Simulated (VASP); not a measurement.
# Mg12Zn5 (a cell with a defect) in VASP: further runs

Runs on Mg12Zn5 (a cell with a defect). Level: LDA. Tasks: single point, relaxation of the atoms.

Everything below comes from runs of VASP 6.6.1. Logs are shortened: lines on timing, memory, paths and dates and some standing lists are left out, and cuts for length are marked.

## 1. The cell of the first run

The cell holds a defect, 17 atoms: a = 8.551 Å, b = 8.551 Å, c = 4.276 Å, α = 90.00°, β = 90.00°, γ = 90.00°.

## 2. Single point, LDA

File INCAR:

```
PREC = Accurate
ENCUT = 520
EDIFF = 1E-6
ISMEAR = -1
SIGMA = 0.15
LREAL = False
LASPH = True
NELM = 120
ALGO = Normal
ISIF = 2
LWAVE = False
LCHARG = True
GGA = CA
LELF = True
LVHAR = True
NBANDS = 56
GGA_COMPAT = False
```

File KPOINTS:

```
Automatic mesh
0
Gamma
  2 2 3
```

File POSCAR:

```
Mg12Zn5
1.0
    8.5510400000      0.0000000000      0.0000000000
    0.0000000000      8.5510400000      0.0000000000
    0.0000000000      0.0000000000      4.2755200000
Mg Zn
12 5
Direct
    0.2465353580      0.2465353580      0.0000000000
    0.2914788893      0.0000000000      0.5000000000
    0.0000000000      0.2914788893      0.5000000000
    0.2465353580      0.7534646420      0.0000000000
    0.2643534993      0.5000000000      0.5000000000
    0.0000000000      0.7085211107      0.5000000000
    0.7534646420      0.2465353580      0.0000000000
    0.7085211107      0.0000000000      0.5000000000
    0.5000000000      0.2643534993      0.5000000000
    0.7534646420      0.7534646420      0.0000000000
    0.7356465007      0.5000000000      0.5000000000
    0.5000000000      0.7356465007      0.5000000000
    0.0000000000      0.0000000000      0.0000000000
    0.0000000000      0.5000000000      0.0000000000
    0.5000000000      0.0000000000      0.0000000000
    0.5000000000      0.5000000000      0.0000000000
    0.0000000000      0.0000000000      0.5000000000
```

Potentials or basis: VASP PAW LDA potentials, release 64 (Mg, Zn).

Command:

```bash
> cat potpaw_LDA.64/Mg/POTCAR potpaw_LDA.64/Zn/POTCAR > POTCAR
> mpirun -np 1 vasp_std > vasp.out
```

OUTCAR:

```text
PREC = Accurate
   ENCUT = 520
   EDIFF = 1E-6
   ISMEAR = -1
   LREAL = False
   LASPH = True
   NELM = 120
   ISIF = 2
   GGA = CA

 ion  position               nearest neighbor table
   1  0.247  0.247  0.000-  13 2.98  14 3.02  15 3.02   3 3.03   2 3.03   2 3.03   3 3.03   9 3.05
                             5 3.05   5 3.05   9 3.05  16 3.07
   2  0.291  0.000  0.500-  17 2.49  15 2.78  15 2.78  12 2.88   9 2.88   4 3.03   1 3.03   4 3.03
                             1 3.03  13 3.28  13 3.28   6 3.52   3 3.52   8 3.57
   3  0.000  0.291  0.500-  17 2.49  14 2.78  14 2.78  11 2.88   5 2.88   1 3.03   1 3.03   7 3.03
                             7 3.03  13 3.28  13 3.28   2 3.52   8 3.52   6 3.57
   4  0.247  0.753  0.000-  13 2.98  14 3.02  15 3.02   6 3.03   2 3.03   2 3.03   6 3.03  12 3.05
                             5 3.05   5 3.05  12 3.05  16 3.07
   5  0.264  0.500  0.500-   9 2.85  12 2.85   3 2.88   6 2.88  16 2.94  16 2.94   4 3.05   1 3.05
                             4 3.05   1 3.05  14 3.11  14 3.11
   6  0.000  0.709  0.500-  17 2.49  14 2.78  14 2.78  11 2.88   5 2.88   4 3.03   4 3.03  10 3.03
                            10 3.03  13 3.28  13 3.28   8 3.52   2 3.52   3 3.57
   7  0.753  0.247  0.000-  13 2.98  14 3.02  15 3.02   8 3.03   3 3.03   3 3.03   8 3.03  11 3.05
                             9 3.05   9 3.05  11 3.05  16 3.07
   8  0.709  0.000  0.500-  17 2.49  15 2.78  15 2.78  12 2.88   9 2.88   7 3.03   7 3.03  10 3.03
                            10 3.03  13 3.28  13 3.28   6 3.52   3 3.52   2 3.57
   9  0.500  0.264  0.500-   5 2.85  11 2.85   8 2.88   2 2.88  16 2.94  16 2.94   1 3.05   1 3.05
                             7 3.05   7 3.05  15 3.11  15 3.11
  10  0.753  0.753  0.000-  13 2.98  14 3.02  15 3.02   8 3.03   6 3.03   6 3.03   8 3.03  12 3.05
                            11 3.05  11 3.05  12 3.05  16 3.07
  11  0.736  0.500  0.500-   9 2.85  12 2.85   3 2.88   6 2.88  16 2.94  16 2.94  10 3.05   7 3.05
                            10 3.05   7 3.05  14 3.11  14 3.11
  12  0.500  0.736  0.500-   5 2.85  11 2.85   8 2.88   2 2.88  16 2.94  16 2.94  10 3.05   4 3.05
                            10 3.05   4 3.05  15 3.11  15 3.11
  13  0.000  0.000  0.000-  17 2.14  17 2.14   7 2.98  10 2.98   1 2.98   4 2.98   8 3.28   2 3.28
                             6 3.28   2 3.28   3 3.28   6 3.28   8 3.28   3 3.28
  14  0.000  0.500  0.000-   3 2.78   6 2.78   3 2.78   6 2.78   7 3.02  10 3.02   4 3.02   1 3.02
                             5 3.11   5 3.11  11 3.11  11 3.11
  15  0.500  0.000  0.000-   2 2.78   8 2.78   2 2.78   8 2.78   1 3.02  10 3.02   4 3.02   7 3.02
                             9 3.11  12 3.11   9 3.11  12 3.11
  16  0.500  0.500  0.000-   5 2.94   9 2.94  11 2.94  12 2.94   5 2.94   9 2.94  11 2.94  12 2.94
                             4 3.07  10 3.07   1 3.07   7 3.07
  17  0.000  0.000  0.500-  13 2.14  13 2.14   6 2.49   8 2.49   2 2.49   3 2.49

  LATTYP: Found a simple tetragonal cell.
 ALAT       =     8.5510400000
 C/A-ratio  =     0.5000000000

  Lattice vectors:

 A1 = (   8.5510400000,   0.0000000000,   0.0000000000)
 A2 = (   0.0000000000,   8.5510400000,   0.0000000000)
 A3 = (   0.0000000000,   0.0000000000,   4.2755200000)

Analysis of symmetry for initial positions (statically):
=====================================================================
 Subroutine PRICEL returns:
 Original cell was already a primitive cell.

 Routine SETGRP: Setting up the symmetry group for a
 simple tetragonal supercell.

 Subroutine GETGRP returns: Found 16 space group operations
 (whereof 16 operations were pure point group operations)
 out of a pool of 16 trial point group operations.

The static configuration has the point symmetry D_4h.

Analysis of symmetry for dynamics (positions and initial velocities):
=====================================================================
 Subroutine PRICEL returns:
 Original cell was already a primitive cell.

 Routine SETGRP: Setting up the symmetry group for a
 simple tetragonal supercell.

 Subroutine GETGRP returns: Found 16 space group operations
 (whereof 16 operations were pure point group operations)
 out of a pool of 16 trial point group operations.

The dynamic configuration has the point symmetry D_4h.

 Subroutine INISYM returns: Found 16 space group operations
 (whereof 16 operations are pure point group operations),
 and found     1 'primitive' translations

----------------------------------------------------------------------------------------

                                     Primitive cell

  volume of cell :     312.6272

  direct lattice vectors                    reciprocal lattice vectors
[... 51 lines left out ...]
 Grid dimensions read from file:
 generate k-points for:    2    2    3

 Generating k-lattice:

  Cartesian coordinates                     Fractional coordinates (reciprocal lattice)
     0.058472420  0.000000000  0.000000000     0.500000000  0.000000000  0.000000000
     0.000000000  0.058472420  0.000000000     0.000000000  0.500000000  0.000000000
     0.000000000  0.000000000  0.077963226     0.000000000  0.000000000  0.333333333

  Length of vectors
     0.058472420  0.058472420  0.077963226

  Shift w.r.t. Gamma in fractional coordinates (k-lattice)
     0.000000000  0.000000000  0.000000000

 Subroutine IBZKPT returns following result:
 ===========================================

 Found      6 irreducible k-points:

 Following reciprocal coordinates:
            Coordinates               Weight
  0.000000  0.000000  0.000000      1.000000
  0.500000  0.000000  0.000000      2.000000
  0.500000  0.500000  0.000000      1.000000
  0.000000  0.000000  0.333333      2.000000
  0.500000  0.000000  0.333333      4.000000
  0.500000  0.500000  0.333333      2.000000
   k-points           NKPTS =      6   k-points in BZ     NKDIM =      6   number of bands    NBANDS=     56
   number of dos      NEDOS =    301   number of ions     NIONS =     17
   total plane-waves  NPLWV = 131072
   dimension x,y,z NGX =    64 NGY =   64 NGZ =   32
   dimension x,y,z NGXF=   128 NGYF=  128 NGZF=   64
   ions per type =              12   5
   NGX,Y,Z   is equivalent  to a cutoff of  12.44, 12.44, 12.44 a.u.
   NGXF,Y,Z  is equivalent  to a cutoff of  24.89, 24.89, 24.89 a.u.
 SYSTEM =  unknown system
   PREC   = accura    normal or accurate (medium, high low for compatibility)
   ISTART =      0    job   : 0-new  1-cont  2-samecut
   ICHARG =      2    charge: 1-file 2-atom 10-const
   ISPIN  =      1    spin polarized calculation?
   LNONCOLLINEAR =      F non collinear calculations
   LSORBIT =      F    spin-orbit coupling
   LASPH  =      T    aspherical Exc in radial PAW
   ENCUT  =  520.0 eV  38.22 Ry    6.18 a.u.  15.90 15.90  7.95*2*pi/ulx,y,z
   NELM   =    120;   NELMIN=  2; NELMDL= -5     # of ELM steps
   EDIFF  = 0.1E-05   stopping-criterion for ELM
   LREAL  =      F    real-space projection
   EDIFFG = 0.1E-04   stopping-criterion for IOM
   NSW    =      0    number of steps for IOM
   IBRION =     -1    ionic relax: 0-MD 1-quasi-New 2-CG
   NFREE  =      0    steps in history (QN), initial steepest desc. (CG)
   ISIF   =      2    stress and relaxation
   ISYM   =      2    0-nonsym 1-usesym 2-fastsym
   POTIM  = 0.5000    time-step for ionic-motion
   TEBEG  =    0.0;   TEEND  =   0.0 temperature during run
   PSTRESS=    0.0 pullay stress
   NELECT =      84.0000    total number of electrons
   NUPDOWN=      -1.0000    fix difference up-down
   EMIN   =  10.00;   EMAX   =-10.00  energy-range for DOS
   EFERMI =   0.00;   METHOD = LEGACY
   ISMEAR =    -1;   SIGMA  =   0.15  broadening in eV -4-tet -1-fermi 0-gaus
   EFERMI_NEDOS =   21; number of points for ismear=-14 and -15
   IALGO  =     38    algorithm
   IMIX   =      4    mixing-type and parameters
     AMIX     =   0.40;   BMIX     =  1.00
     AMIX_MAG =   1.60;   BMIX_MAG =  1.00
  volume/ion in A,a.u.               =      18.39       124.10
  Fermi-wavevector in a.u.,A,eV,Ry     =   1.056393  1.996294 15.183651  1.115967
  Thomas-Fermi vector in A             =   2.191627
   LORBIT       =      0    0 simple, 1 ext, 2 COOP (PROOUT), +10 PAW based schemes
   GGA     = CA    functional components
   LHFCALC =     F    Hartree Fock is set to
   AEXX    =    0.0000 exact exchange contribution
   IVDW    =     0    specifies the selected vdW correction
   LEPSILON=     F    determine dielectric tensor
   LRPA    =     F    only Hartree local field effects (RPA)
 non-spin polarized calculation
  energy-cutoff  :      520.00
  volume of cell :      312.63
 maximum number of plane-waves:      8432
 NGX is ok and might be reduce to    64
   NGX = 31   NGY = 31   NGZ = 15

 number of electron      84.0000186 magnetization

 Free energy of the ion-electron system (eV)
  ---------------------------------------------------
  ext. energy  EPLUGINS =         0.00000000
  ---------------------------------------------------
  free energy    TOTEN  =       -30.57606807 eV

  energy without entropy =      -29.98653495  energy(sigma->0) =      -30.28130151

 E-fermi :   3.2753     XC(G=0):  -9.8206

 val. band max:        3.2307868815   @ k =   0.5000   0.0000   0.3333
 cond. band min:       3.3062847298   @ k =   0.5000   0.0000   0.3333
 fundamental gap:      0.0754978483
 Fermi energy:         3.2752675472

 k-point     1 :       0.0000    0.0000    0.0000
  band No.  band energies     occupation
      1      -6.6120      2.00000
      2      -5.5808      2.00000
      3      -5.5808      2.00000
      4      -5.2280      2.00000
      5      -5.1337      2.00000
      6      -5.0204      2.00000
[... 331 lines left out ...]
     53       5.4807      0.00000
     54       7.5291      0.00000
 [bands above 54 left out]

------------------------ aborting loop because EDIFF is reached ----------------------------------------

  FORCE on cell =-STRESS in cart. coord.  units (eV):
  Direction    XX          YY          ZZ          XY          YZ          ZX
  --------------------------------------------------------------------------------------
  -------------------------------------------------------------------------------------
  Total        5.2400257      5.2400257      6.0107898      0.0000000      0.0000000     -0.0000000
  in kB       26.8545070     26.8545070     30.8045811      0.0000000      0.0000000     -0.0000000
  external PRESSURE =      28.1711983 kB  Pullay stress =       0.0000000 kB

 VOLUME and BASIS-vectors are now :
 -----------------------------------------------------------------------------
  energy-cutoff  :      520.00
  volume of cell :      312.63
      direct lattice vectors                 reciprocal lattice vectors
     8.551040000  0.000000000  0.000000000     0.116944839  0.000000000  0.000000000
     0.000000000  8.551040000  0.000000000     0.000000000  0.116944839  0.000000000
     0.000000000  0.000000000  4.275520000     0.000000000  0.000000000  0.233889679

 POSITION                                       TOTAL-FORCE (eV/Angst)
 -----------------------------------------------------------------------------------
      2.10813      2.10813      0.00000        -0.010068     -0.010068     -0.000000
      2.49245      0.00000      2.13776        -0.003635      0.000000      0.000000
      0.00000      2.49245      2.13776         0.000000     -0.003635     -0.000000
      2.10813      6.44291      0.00000        -0.010068      0.010068     -0.000000
      2.26050      4.27552      2.13776         0.001090     -0.000000     -0.000000
      0.00000      6.05859      2.13776         0.000000      0.003635      0.000000
[... 9 lines left out ...]
      4.27552      4.27552      0.00000         0.000000      0.000000      0.000000
      0.00000      0.00000      2.13776         0.000000      0.000000      0.000000
 -----------------------------------------------------------------------------------
    total drift:                                0.000000      0.000000      0.000000

  FREE ENERGIE OF THE ION-ELECTRON SYSTEM (eV)
  ---------------------------------------------------
  free  energy   TOTEN  =       -30.5760680745 eV

  energy  without entropy=      -29.9865349531  energy(sigma->0) =      -30.28130151
```

Wall time 90 s (1 thread of Intel Xeon Platinum 8488C (Sapphire Rapids), shared host); peak memory 0.3 GiB.

What came out:

* Free energy: -30.5761 eV
* Pressure: 2.8 GPa
* Largest force: 0.014 eV/Å
* Band gap on the k mesh: zero (bands 42 and 43 overlap by 0.96 eV)

Forces in eV/Å, atoms in the order of the input:
```
Mg  -0.010 -0.010  0.000
Mg  -0.004  0.000  0.000
Mg   0.000 -0.004  0.000
Mg  -0.010  0.010  0.000
Mg   0.001  0.000  0.000
Mg   0.000  0.004  0.000
Mg   0.010 -0.010  0.000
Mg   0.004  0.000  0.000
Mg   0.000  0.001  0.000
Mg   0.010  0.010  0.000
Mg  -0.001  0.000  0.000
Mg   0.000 -0.001  0.000
Zn   0.000  0.000  0.000
Zn   0.000  0.000  0.000
Zn   0.000  0.000  0.000
Zn   0.000  0.000  0.000
Zn   0.000  0.000  0.000
```

Levels at points of the mesh, in eV from the Fermi level:
```tsv
k point	band 37	band 38	band 39	band 40	band 41	band 42	band 43	band 44	band 45	band 46
(0.00, 0.00, 0.00)	-0.87	-0.51	0.14	0.59	0.59	0.71	0.83	1.45	1.73	1.75
(0.50, 0.00, 0.00)	-1.03	-0.86	-0.49	-0.24	-0.18	0.52	0.69	0.72	1.21	1.24
(0.50, 0.50, 0.00)	-2.81	-0.71	0.21	0.21	0.25	0.51	0.64	0.64	1.06	1.64
```

Caveat: the k points lie up to 0.49 Å⁻¹ apart, too coarse for converged energies and pressures of a metal.

## 3. Relaxation of the atoms, LDA

File INCAR:

```
SYSTEM = Mg12Zn5
PREC = Accurate
ENCUT = 520
EDIFF = 1E-7
ISMEAR = -1
SIGMA = 0.15
LREAL = .FALSE.
LASPH = .TRUE.
NELM = 120
ALGO = Normal
ISIF = 2
LWAVE = .FALSE.
LCHARG = .FALSE.
GGA = CA
IBRION = 2
NSW = 45
EDIFFG = -0.03
GGA_COMPAT = .FALSE.
NELMIN = 4
```

File KPOINTS:

```
Automatic mesh
0
G
  2 2 3
  0 0 0
```

File POSCAR:

```
Mg12Zn5
1.0
    8.5510400000      0.0000000000      0.0000000000
    0.0000000000      8.5510400000      0.0000000000
    0.0000000000      0.0000000000      4.2755200000
Mg Zn
12 5
Direct
    0.2500000000      0.2500000000      0.0000000000
    0.2500000000      0.0000000000      0.5000000000
    0.0000000000      0.2500000000      0.5000000000
    0.2500000000      0.7500000000      0.0000000000
    0.2500000000      0.5000000000      0.5000000000
    0.0000000000      0.7500000000      0.5000000000
    0.7500000000      0.2500000000      0.0000000000
    0.7500000000      0.0000000000      0.5000000000
    0.5000000000      0.2500000000      0.5000000000
    0.7500000000      0.7500000000      0.0000000000
    0.7500000000      0.5000000000      0.5000000000
    0.5000000000      0.7500000000      0.5000000000
    0.0000000000      0.0000000000      0.0000000000
    0.0000000000      0.5000000000      0.0000000000
    0.5000000000      0.0000000000      0.0000000000
    0.5000000000      0.5000000000      0.0000000000
    0.0000000000      0.0000000000      0.5000000000
```

Potentials or basis: VASP PAW LDA potentials, release 64 (Mg, Zn).

Command:

```bash
> cat potpaw_LDA.64/Mg/POTCAR potpaw_LDA.64/Zn/POTCAR > POTCAR
> mpirun -np 1 vasp_std > vasp.out
```

Run time: 9 min. Hardware: 1 thread of Intel Xeon Platinum 8488C (Sapphire Rapids), shared host; peak memory 0.32 GiB.

The run converged. Its results:

* Free energy: -30.5761 eV
* Energy gained by relaxing: 120.0 meV/atom
* Ionic steps: 12
* Pressure after relaxing: 2.8 GPa
* Largest force after relaxing: 0.009 eV/Å
* Band gap on the k mesh: zero (bands 42 and 43 overlap by 0.96 eV)

Forces in eV/Å, atoms in the order of the input:
```
Mg   0.007  0.007  0.000
Mg   0.008  0.000  0.000
Mg   0.000  0.008  0.000
Mg   0.007 -0.007  0.000
Mg  -0.008  0.000  0.000
Mg   0.000 -0.008  0.000
Mg  -0.007  0.007  0.000
Mg  -0.008  0.000  0.000
Mg   0.000 -0.008  0.000
Mg  -0.007 -0.007  0.000
Mg   0.008  0.000  0.000
Mg   0.000  0.008  0.000
Zn   0.000  0.000  0.000
Zn   0.000  0.000  0.000
Zn   0.000  0.000  0.000
Zn   0.000  0.000  0.000
Zn   0.000  0.000  0.000
```

Stress tensor (GPa, compression positive):
```
2.68 0.00 0.00
0.00 2.68 0.00
0.00 0.00 3.05
```

The path:
| step | energy change (eV) | largest force (eV/Å) | pressure (GPa) |
| --- | --- | --- | --- |
| 1 | 0.0000 | 3.4652 | 5.58 |
| 2 | -1.5237 | 1.2606 | 3.65 |
| 3 | -1.8333 | 0.7485 | 3.03 |
| 4 | -1.8738 | 0.6433 | 3.04 |
| 5 | -1.8750 | 0.6228 | 3.05 |
| 6 | -1.9529 | 0.4410 | 2.96 |
| 7 | -2.0308 | 0.1038 | 2.86 |
| 8 | -2.0352 | 0.0612 | 2.84 |
| 9 | -2.0378 | 0.0486 | 2.82 |
| 10 | -2.0378 | 0.0461 | 2.82 |
| 11 | -2.0390 | 0.0301 | 2.81 |
| 12 | -2.0397 | 0.0093 | 2.80 |

Final structure:
```
CELL_PARAMETERS angstrom
8.55104 0.00000 0.00000
0.00000 8.55104 0.00000
0.00000 0.00000 4.27552
ATOMIC_POSITIONS crystal
Mg 0.24572 0.24572 0.00000
Mg 0.29142 0.00000 0.50000
Mg 0.00000 0.29142 0.50000
Mg 0.24572 0.75428 0.00000
Mg 0.26448 0.50000 0.50000
Mg 0.00000 0.70858 0.50000
Mg 0.75428 0.24572 0.00000
Mg 0.70858 0.00000 0.50000
Mg 0.50000 0.26448 0.50000
Mg 0.75428 0.75428 0.00000
Mg 0.73552 0.50000 0.50000
Mg 0.50000 0.73552 0.50000
Zn 0.00000 0.00000 0.00000
Zn 0.00000 0.50000 0.00000
Zn 0.50000 0.00000 0.00000
Zn 0.50000 0.50000 0.00000
Zn 0.00000 0.00000 0.50000
```

Levels at points of the mesh, in eV from the Fermi level:
```tsv
k point	band 38	band 39	band 40	band 41	band 42	band 43	band 44	band 45
(0.00, 0.00, 0.00)	-0.51	0.14	0.60	0.60	0.71	0.83	1.45	1.73
(0.50, 0.00, 0.00)	-0.87	-0.49	-0.24	-0.18	0.52	0.69	0.72	1.20
(0.50, 0.50, 0.00)	-0.73	0.21	0.21	0.26	0.51	0.65	0.65	1.06
```

Caveat: the k points lie up to 0.49 Å⁻¹ apart, too coarse for converged energies and pressures of a metal.
